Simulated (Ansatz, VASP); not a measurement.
**Sb: VASP beside Ansatz**

File INCAR:

```
PREC = Accurate
ENCUT = 520
EDIFF = 1E-6
ISMEAR = -1
SIGMA = 0.1
LREAL = False
LASPH = True
NELM = 60
ALGO = Normal
ISIF = 2
LWAVE = False
LCHARG = False
GGA = CA
NBANDS = 14
```

KPOINTS

```
Automatic mesh
0
Gamma
  8 8 11
```

Contents of POSCAR:

```
Sb
1.0
    5.1689853812      0.0000000000      0.0000000000
   -2.5844926906      4.4764726519      0.0000000000
    0.0000000000      0.0000000000      3.0836093036
Sb
3
Direct
    1.0000000000      0.0000000000      1.0000000000
    0.3333333333      0.6666666667      0.5000000000
    0.6666666667      0.3333333333      0.5000000000
```

Input for Ansatz:

```yaml
crystal:
  lattice:
    - [5.1689853812, 0.0, 0.0]
    - [-2.5844926906, 4.4764726519, 0.0]
    - [0.0, 0.0, 3.0836093036]
  atoms:
    - { symbol: Sb, position: [1.0, 0.0, 1.0] }
    - { symbol: Sb, position: [0.3333333333, 0.6666666667, 0.5] }
    - { symbol: Sb, position: [0.6666666667, 0.3333333333, 0.5] }
hamiltonian:
  xc: lda
  pseudopotentials:
    kind: paw
    azcp:
      Sb: "pseudopotentials/Sb.paw.azcp"
basis:
  ecutwfc: 420
  fft_grid_basis: typed
kpoints:
  mp_grid: { grid: [8, 8, 11], shift: [0, 0, 0] }
magnetization:
  spin_polarized: false
scf:
  occupations: { method: fermi_dirac, width: 0.1 }
  lower_state_search: "off"
output:
  stress: true
```

Alike in both runs: task single point; functional LDA; k mesh 8 × 8 × 11; occupations fermi-dirac, width 0.1 eV; no spin polarisation.

|  | VASP | Ansatz |
| --- | --- | --- |
| version | VASP 6.6.1 | Ansatz 0.2.0 |
| potentials or method | VASP PAW LDA potentials, release 64 (Sb), cutoff 520 eV | plane waves (420 eV) with PAW, scalar-relativistic |
| valence electrons in the cell | 15 | 45 |

|  | VASP | Ansatz | Ansatz less VASP |
| --- | --- | --- | --- |
| pressure (GPa) | 7.2 | 6.9 | -0.30 |
| traceless stress, the component that is largest in VASP (GPa) | -2.06 | -2.05 | +0.011 |

Ansatz warns that its potentials were made for another functional, while VASP's fit it. LDA's correlation is that of Perdew and Zunger in VASP and of Perdew and Wang (1992) in Ansatz. VASP's potentials hold 15 valence electrons a cell and Ansatz's 45, so a difference there can come from the potentials and not from the codes.

Neither program's run includes spin-orbit coupling.
